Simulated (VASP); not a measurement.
# LiH in VASP: settings compared

LiH is run at these levels: LDA, PBE, PBEsol; tasks: single point.

Program: VASP 6.6.1. These are calculated values, not measurements. Logs are shortened: lines on timing, memory, paths and dates and some standing lists are left out, and cuts for length are marked.

### Step 1. The cell of the first run

Symmetry: P6_3/mmc, No. 194, hexagonal system. The conventional cell has a = 3.179 Å, b = 3.179 Å, c = 3.967 Å, α = 90.00°, β = 90.00°, γ = 120.00°. Within 2.4 Å of Li (site symmetry -6m2) lie 5 H at 1.84 to 1.98 Å. H (site symmetry -6m2) has 5 Li at 1.84 to 1.98 Å within 2.4 Å.

### Step 2. Single point, LDA

Input file INCAR:

```
  ALGO = Normal
  EDIFF = 1E-7
  ENCUT = 520
  GGA = CA
  ISIF = 2
  ISMEAR = -1
  LASPH = T
  LCHARG = F
  LREAL = F
  LWAVE = F
  NBANDS = 12
  NELM = 60
  PREC = Accurate
  SIGMA = 0.02
```

Input file KPOINTS:

```
k-points
0
Gamma
  12 12 6
```

Input file POSCAR:

```
LiH
1.0
    3.1793804766      0.0000000000      0.0000000000
   -1.5896902383      2.7534242610      0.0000000000
    0.0000000000      0.0000000000      3.9672110781
Li H
2 2
Direct
    0.3333333333      0.6666666667     -0.0625009527
    0.6666666667      0.3333333333      0.4374990473
    0.3333333333      0.6666666667      0.4375009527
    0.6666666667      0.3333333333      0.9375009527
```

Potentials or basis: VASP PAW LDA potentials, release 64 (Li_sv, H).

Run with:

```bash
$ cat potpaw_LDA.64/Li_sv/POTCAR potpaw_LDA.64/H/POTCAR > POTCAR
$ mpirun -np 1 vasp_std > vasp.out
```

OUTCAR:

```text
EDIFF = 1E-7
   ENCUT = 520
   GGA = CA
   ISIF = 2
   ISMEAR = -1
   LASPH = T
   LREAL = F
   NELM = 60
   PREC = Accurate

 ion  position               nearest neighbor table
   1  0.333  0.667  0.937-
   2  0.667  0.333  0.437-
   3  0.333  0.667  0.438-
   4  0.667  0.333  0.938-

  LATTYP: Found a hexagonal cell.
 ALAT       =     3.1793804766
 C/A-ratio  =     1.2477937470

  Lattice vectors:

 A1 = (   3.1793804766,   0.0000000000,   0.0000000000)
 A2 = (  -1.5896902383,   2.7534242610,   0.0000000000)
 A3 = (   0.0000000000,   0.0000000000,   3.9672110781)

Analysis of symmetry for initial positions (statically):
=====================================================================
 Subroutine PRICEL returns:
 Original cell was already a primitive cell.

 Routine SETGRP: Setting up the symmetry group for a
 hexagonal supercell.

 Subroutine GETGRP returns: Found 24 space group operations
 (whereof  6 operations were pure point group operations)
 out of a pool of 24 trial point group operations.

The static configuration has the point symmetry C_3v.
 The point group associated with its full space group is D_6h.

Analysis of symmetry for dynamics (positions and initial velocities):
=====================================================================
 Subroutine PRICEL returns:
 Original cell was already a primitive cell.

 Routine SETGRP: Setting up the symmetry group for a
 hexagonal supercell.

 Subroutine GETGRP returns: Found 24 space group operations
 (whereof  6 operations were pure point group operations)
 out of a pool of 24 trial point group operations.

The dynamic configuration has the point symmetry C_3v.
 The point group associated with its full space group is D_6h.

 Subroutine INISYM returns: Found 24 space group operations
 (whereof  6 operations are pure point group operations),
 and found     1 'primitive' translations

----------------------------------------------------------------------------------------

                                     Primitive cell

  volume of cell :      34.7297

  direct lattice vectors                    reciprocal lattice vectors
     3.179380477  0.000000000  0.000000000     0.314526684  0.181592066  0.000000000
    -1.589690238  2.753424261  0.000000000     0.000000000  0.363184132  0.000000000
     0.000000000  0.000000000  3.967211078     0.000000000  0.000000000  0.252066245

  length of vectors
     3.179380477  3.179380477  3.967211078     0.363184132  0.363184132  0.252066245

  position of ions in fractional coordinates (direct lattice)
     0.333333333  0.666666667  0.937499047
     0.666666667  0.333333333  0.437499047
     0.333333333  0.666666667  0.437500953
     0.666666667  0.333333333  0.937500953

  ion indices of the primitive-cell ions
   primitive index   ion index
                 1           1
                 2           2
                 3           3
                 4           4

----------------------------------------------------------------------------------------

 KPOINTS: k-points

Automatic generation of k-mesh.
 Grid dimensions read from file:
 generate k-points for:   12   12    6

 Generating k-lattice:

  Cartesian coordinates                     Fractional coordinates (reciprocal lattice)
     0.026210557  0.015132672  0.000000000     0.083333333 -0.000000000  0.000000000
     0.000000000  0.030265344  0.000000000     0.000000000  0.083333333  0.000000000
     0.000000000  0.000000000  0.042011041     0.000000000  0.000000000  0.166666667

  Length of vectors
     0.030265344  0.030265344  0.042011041

  Shift w.r.t. Gamma in fractional coordinates (k-lattice)
     0.000000000  0.000000000  0.000000000

 Subroutine IBZKPT returns following result:
 ===========================================

 Found     76 irreducible k-points:

 Following reciprocal coordinates:
            Coordinates               Weight
  0.000000  0.000000  0.000000      1.000000
  0.083333 -0.000000  0.000000      6.000000
  0.166667 -0.000000  0.000000      6.000000
  0.250000 -0.000000  0.000000      6.000000
  0.333333 -0.000000  0.000000      6.000000
  0.416667  0.000000  0.000000      6.000000
[... 16 lines left out ...]
  0.250000 -0.000000  0.166667     12.000000
  0.333333 -0.000000  0.166667     12.000000
 [... further k-points ...]
   k-points           NKPTS =     76   k-points in BZ     NKDIM =     76   number of bands    NBANDS=     12
   number of dos      NEDOS =    301   number of ions     NIONS =      4
   total plane-waves  NPLWV =  17280
   dimension x,y,z NGX =    24 NGY =   24 NGZ =   30
   dimension x,y,z NGXF=    48 NGYF=   48 NGZF=   60
   ions per type =               2   2
   NGX,Y,Z   is equivalent  to a cutoff of  12.55, 12.55, 12.57 a.u.
   NGXF,Y,Z  is equivalent  to a cutoff of  25.10, 25.10, 25.14 a.u.
 SYSTEM =  unknown system
   PREC   = accura    normal or accurate (medium, high low for compatibility)
   ISTART =      0    job   : 0-new  1-cont  2-samecut
   ICHARG =      2    charge: 1-file 2-atom 10-const
   ISPIN  =      1    spin polarized calculation?
   LNONCOLLINEAR =      F non collinear calculations
   LSORBIT =      F    spin-orbit coupling
   LASPH  =      T    aspherical Exc in radial PAW
   ENCUT  =  520.0 eV  38.22 Ry    6.18 a.u.   5.91  5.91  7.38*2*pi/ulx,y,z
   NELM   =     60;   NELMIN=  2; NELMDL= -5     # of ELM steps
   EDIFF  = 0.1E-06   stopping-criterion for ELM
   LREAL  =      F    real-space projection
   EDIFFG = 0.1E-05   stopping-criterion for IOM
   NSW    =      0    number of steps for IOM
   IBRION =     -1    ionic relax: 0-MD 1-quasi-New 2-CG
   NFREE  =      0    steps in history (QN), initial steepest desc. (CG)
   ISIF   =      2    stress and relaxation
   ISYM   =      2    0-nonsym 1-usesym 2-fastsym
   POTIM  = 0.5000    time-step for ionic-motion
   TEBEG  =    0.0;   TEEND  =   0.0 temperature during run
   PSTRESS=    0.0 pullay stress
   NELECT =       8.0000    total number of electrons
   NUPDOWN=      -1.0000    fix difference up-down
   EMIN   =  10.00;   EMAX   =-10.00  energy-range for DOS
   EFERMI =   0.00;   METHOD = LEGACY
   ISMEAR =    -1;   SIGMA  =   0.02  broadening in eV -4-tet -1-fermi 0-gaus
   EFERMI_NEDOS =   21; number of points for ismear=-14 and -15
   IALGO  =     38    algorithm
   IMIX   =      4    mixing-type and parameters
     AMIX     =   0.40;   BMIX     =  1.00
     AMIX_MAG =   1.60;   BMIX_MAG =  1.00
  volume/ion in A,a.u.               =       8.68        58.59
  Fermi-wavevector in a.u.,A,eV,Ry     =   1.003547  1.896429 13.702525  1.007107
  Thomas-Fermi vector in A             =   2.136106
   LORBIT       =      0    0 simple, 1 ext, 2 COOP (PROOUT), +10 PAW based schemes
   GGA     = CA    functional components
   LHFCALC =     F    Hartree Fock is set to
   AEXX    =    0.0000 exact exchange contribution
   IVDW    =     0    specifies the selected vdW correction
   LEPSILON=     F    determine dielectric tensor
   LRPA    =     F    only Hartree local field effects (RPA)
 non-spin polarized calculation
  energy-cutoff  :      520.00
  volume of cell :       34.73
 maximum number of plane-waves:       948
 NGX is ok and might be reduce to    24
   NGX = 11   NGY = 11   NGZ = 15

 number of electron       8.0000014 magnetization

 Free energy of the ion-electron system (eV)
  ---------------------------------------------------
  ext. energy  EPLUGINS =         0.00000000
  ---------------------------------------------------
  free energy    TOTEN  =       -12.83336187 eV

  energy without entropy =      -12.83336187  energy(sigma->0) =      -12.83336187

 E-fermi :   0.8051     XC(G=0):  -8.4363

 val. band max:        0.2876381666   @ k =   0.0000   0.0000   0.0000
 cond. band min:       1.5652558014   @ k =   0.3333   0.3333   0.0000
 fundamental gap:      1.2776176348
 Fermi energy:         0.8051339675

 k-point     1 :       0.0000    0.0000    0.0000
  band No.  band energies     occupation
      1     -43.5098      2.00000
      2     -43.4254      2.00000
      3      -5.3745      2.00000
      4       0.2876      2.00000
      5       2.8950      0.00000
      6      10.8483      0.00000
      7      10.8483      0.00000
      8      12.0122      0.00000
      9      13.6377      0.00000
     10      13.6377      0.00000
     11      15.8224      0.00000
     12      18.2594      0.00000

 k-point     2 :       0.0833   -0.0000    0.0000
  band No.  band energies     occupation
      1     -43.5078      2.00000
      2     -43.4260      2.00000
      3      -5.2905      2.00000
      4       0.2334      2.00000
      5       3.0262      0.00000
      6       9.9285      0.00000
      7      10.2668      0.00000
      8      11.5478      0.00000
      9      14.3863      0.00000
     10      14.8125      0.00000
     11      15.5980      0.00000
     12      17.4286      0.00000

 k-point     3 :       0.1667   -0.0000    0.0000
  band No.  band energies     occupation
      1     -43.5020      2.00000
      2     -43.4277      2.00000
      3      -5.0388      2.00000
      4       0.0585      2.00000
      5       3.4183      0.00000
      6       8.1043      0.00000
      7       9.3001      0.00000
      8      11.5259      0.00000
      9      14.9222      0.00000
     10      15.5376      0.00000
     11      15.6116      0.00000
     12      15.7269      0.00000
[... 286 lines left out ...]
 k-point    23 :       0.2500   -0.0000    0.1667
  band No.  band energies     occupation
      1     -43.4892      2.00000
      2     -43.4348      2.00000
      3      -4.4748      2.00000
      4      -0.9838      2.00000
      5       4.8177      0.00000
      6       6.9756      0.00000
      7       8.7046      0.00000
      8      10.5331      0.00000
      9      13.5791      0.00000
     10      14.4180      0.00000
     11      14.6244      0.00000
     12      16.4165      0.00000

 k-point    24 :       0.3333   -0.0000    0.1667
  band No.  band energies     occupation
      1     -43.4802      2.00000
      2     -43.4382      2.00000
      3      -3.9232      2.00000
      4      -1.2209      2.00000
      5       4.5979      0.00000
      6       6.5165      0.00000
      7       8.0733      0.00000
      8       9.3422      0.00000
      9      13.0167      0.00000
     10      13.8880      0.00000
     11      14.6233      0.00000
     12      16.1323      0.00000

 [... further k-points ...]
[... 5 lines left out ...]
  --------------------------------------------------------------------------------------
  -------------------------------------------------------------------------------------
  Total       -0.0417797     -0.0417797     -0.0470404      0.0000000      0.0000000      0.0000000
  in kB       -1.9274139     -1.9274139     -2.1701036      0.0000000      0.0000000      0.0000000
  external PRESSURE =      -2.0083105 kB  Pullay stress =       0.0000000 kB

 VOLUME and BASIS-vectors are now :
 -----------------------------------------------------------------------------
  energy-cutoff  :      520.00
  volume of cell :       34.73
      direct lattice vectors                 reciprocal lattice vectors
     3.179380477  0.000000000  0.000000000     0.314526684  0.181592066  0.000000000
    -1.589690238  2.753424261  0.000000000     0.000000000  0.363184132  0.000000000
     0.000000000  0.000000000  3.967211078     0.000000000  0.000000000  0.252066245

 POSITION                                       TOTAL-FORCE (eV/Angst)
 -----------------------------------------------------------------------------------
     -0.00000      1.83562      3.71926        -0.000000     -0.000000      0.000000
      1.58969      0.91781      1.73565         0.000000      0.000000      0.000000
     -0.00000      1.83562      1.73566        -0.000000     -0.000000      0.000000
      1.58969      0.91781      3.71926         0.000000      0.000000     -0.000000
 -----------------------------------------------------------------------------------
    total drift:                               -0.000000      0.000000     -0.000689

  FREE ENERGIE OF THE ION-ELECTRON SYSTEM (eV)
  ---------------------------------------------------
  free  energy   TOTEN  =       -12.8333618708 eV

  energy  without entropy=      -12.8333618708  energy(sigma->0) =      -12.83336187
```

Run time: 14 s. Hardware: 1 thread of AMD EPYC 9R45 (Zen 5), shared host; peak memory 0.11 GiB.

Results:

```
Free energy            : -12.8334 eV
Band gap on the k mesh : 1.28 eV, indirect (least direct gap 2.61 eV)
```

Levels at points of the mesh, in eV from the valence-band top:
```tsv
k point	band 1	band 2	band 3	band 4	band 5	band 6	band 7	band 8
(0.00, 0.00, 0.00)	-43.80	-43.71	-5.66	0.00	2.61	10.56	10.56	11.72
(0.50, 0.00, 0.00)	-43.76	-43.73	-3.08	-2.42	4.36	6.48	7.01	8.45
(0.00, 0.00, 0.50)	-43.75	-43.75	-4.11	-4.11	9.86	9.86	12.66	12.66
(0.50, 0.00, 0.50)	-43.74	-43.74	-2.75	-2.75	4.02	4.02	9.31	9.31
```

Caveat: the cutoff is under 1.25 times the usual one of these potentials, so pressure, stress and relaxed cells hold a basis-set (Pulay) error. A k mesh can miss the band edges.

### Step 3. Single point, PBE

This run uses another cell than the first one, of 9.34 Å³/atom, 1.075 times its volume.

Input file INCAR:

```
ALGO     = Normal         # electronic algorithm
EDIFF    = 1E-7           # SCF threshold, eV
ENCUT    = 520            # plane-wave cutoff, eV
GGA      = PE             # functional
ISIF     = 2              # what is computed and relaxed
ISMEAR   = -1             # smearing method
LASPH    = True           # aspherical terms in the spheres
LCHARG   = False          # write CHGCAR
LREAL    = False          # projectors in reciprocal space
LWAVE    = False          # write WAVECAR
NBANDS   = 12             # bands
NELM     = 100            # most SCF steps
PREC     = Accurate       # precision mode
SIGMA    = 0.02           # smearing width, eV
```

KPOINTS is that of step 2.

Input file POSCAR:

```
LiH
1.0
    3.2558279323      0.0000000000      0.0000000000
   -1.6279139661      2.8196296997      0.0000000000
    0.0000000000      0.0000000000      4.0684430705
Li H
2 2
Direct
    0.3333333333      0.6666666667     -0.0625093483
    0.6666666667      0.3333333333      0.4374906517
    0.3333333333      0.6666666667      0.4375093483
    0.6666666667      0.3333333333      0.9375093483
```

Potentials or basis: VASP PAW PBE potentials, release 64 (Li_sv, H).

Run with:

```bash
$ cat potpaw_PBE.64/Li_sv/POTCAR potpaw_PBE.64/H/POTCAR > POTCAR
$ mpirun -np 1 vasp_std > vasp.out
```

OUTCAR:

```text
EDIFF = 1E-7
   ENCUT = 520
   GGA = PE
   ISIF = 2
   ISMEAR = -1
   LASPH = True
   LREAL = False
   NELM = 100
   PREC = Accurate

 ion  position               nearest neighbor table
   1  0.333  0.667  0.937-
   2  0.667  0.333  0.437-
   3  0.333  0.667  0.438-
   4  0.667  0.333  0.938-

  LATTYP: Found a hexagonal cell.
 ALAT       =     3.2558279323
 C/A-ratio  =     1.2495878637

  Lattice vectors:

 A1 = (   3.2558279323,   0.0000000000,   0.0000000000)
 A2 = (  -1.6279139661,   2.8196296997,   0.0000000000)
 A3 = (   0.0000000000,   0.0000000000,   4.0684430705)

Analysis of symmetry for initial positions (statically):
=====================================================================
 Subroutine PRICEL returns:
 Original cell was already a primitive cell.

 Routine SETGRP: Setting up the symmetry group for a
 hexagonal supercell.

 Subroutine GETGRP returns: Found 12 space group operations
 (whereof  6 operations were pure point group operations)
 out of a pool of 24 trial point group operations.

The static configuration has the point symmetry C_3v.
[... 172 lines left out ...]

 k-point     1 :       0.0000    0.0000    0.0000
  band No.  band energies     occupation
      1     -44.7910      2.00000
      2     -44.7338      2.00000
      3      -5.3936      2.00000
      4      -0.1656      2.00000
      5       2.9049      0.00000
      6      10.5178      0.00000
      7      10.5178      0.00000
      8      11.2052      0.00000
      9      13.2192      0.00000
     10      13.2192      0.00000
     11      14.9228      0.00000
     12      17.5937      0.00000
[... 331 lines left out ...]
 k-point    24 :       0.3333    0.0000    0.1667
  band No.  band energies     occupation
      1     -44.7713      2.00000
      2     -44.7427      2.00000
      3      -3.9887      2.00000
      4      -1.4490      2.00000
      5       4.4343      0.00000
      6       6.1818      0.00000
      7       7.8691      0.00000
      8       8.9579      0.00000
      9      12.4479      0.00000
     10      13.4101      0.00000
     11      13.9084      0.00000
     12      15.3228      0.00000

 [... further k-points ...]
[... 5 lines left out ...]
  --------------------------------------------------------------------------------------
  -------------------------------------------------------------------------------------
  Total       -0.0456193     -0.0456193     -0.0356936     -0.0000000      0.0000000     -0.0000000
  in kB       -1.9569406     -1.9569406     -1.5311551     -0.0000000      0.0000000     -0.0000000
  external PRESSURE =      -1.8150121 kB  Pullay stress =       0.0000000 kB

 VOLUME and BASIS-vectors are now :
 -----------------------------------------------------------------------------
  energy-cutoff  :      520.00
  volume of cell :       37.35
      direct lattice vectors                 reciprocal lattice vectors
     3.255827932  0.000000000  0.000000000     0.307141538  0.177328250  0.000000000
    -1.627913966  2.819629700  0.000000000     0.000000000  0.354656500  0.000000000
     0.000000000  0.000000000  4.068443070     0.000000000  0.000000000  0.245794271

 POSITION                                       TOTAL-FORCE (eV/Angst)
 -----------------------------------------------------------------------------------
     -0.00000      1.87975      3.81413         0.000000     -0.000000     -0.000112
      1.62791      0.93988      1.77991        -0.000000      0.000000     -0.000112
     -0.00000      1.87975      1.77998        -0.000000     -0.000000      0.000112
      1.62791      0.93988      3.81420         0.000000     -0.000000      0.000112
 -----------------------------------------------------------------------------------
    total drift:                               -0.000000     -0.000000     -0.000416

  FREE ENERGIE OF THE ION-ELECTRON SYSTEM (eV)
  ---------------------------------------------------
  free  energy   TOTEN  =       -12.1625012461 eV

  energy  without entropy=      -12.1625012461  energy(sigma->0) =      -12.16250125
```

It took 15 s on 1 thread of AMD EPYC 9R45 (Zen 5), shared host; peak memory 0.13 GiB.

What came out:

```yaml
Free_energy: -12.1625 eV
Band_gap_on_the_k_mesh: 1.83 eV, indirect (least direct gap 3.07 eV)
```

Levels at points of the mesh, in eV from the valence-band top:
```csv
k point,band 1,band 2,band 3,band 4,band 5,band 6,band 7,band 8,band 9
"(0.00, 0.00, 0.00)",-44.63,-44.57,-5.23,0.00,3.07,10.68,10.68,11.37,13.38
"(0.50, 0.00, 0.00)",-44.60,-44.58,-2.80,-2.06,4.48,6.77,7.30,8.64,9.47
"(0.00, 0.00, 0.50)",-44.60,-44.60,-3.72,-3.72,9.55,9.55,12.70,12.70,12.70
"(0.50, 0.00, 0.50)",-44.59,-44.59,-2.43,-2.43,4.29,4.29,9.48,9.48,11.39
```

Caveat: the cutoff is under 1.25 times the usual one of these potentials, so pressure, stress and relaxed cells hold a basis-set (Pulay) error.

(Continued in part 2 of 2.)
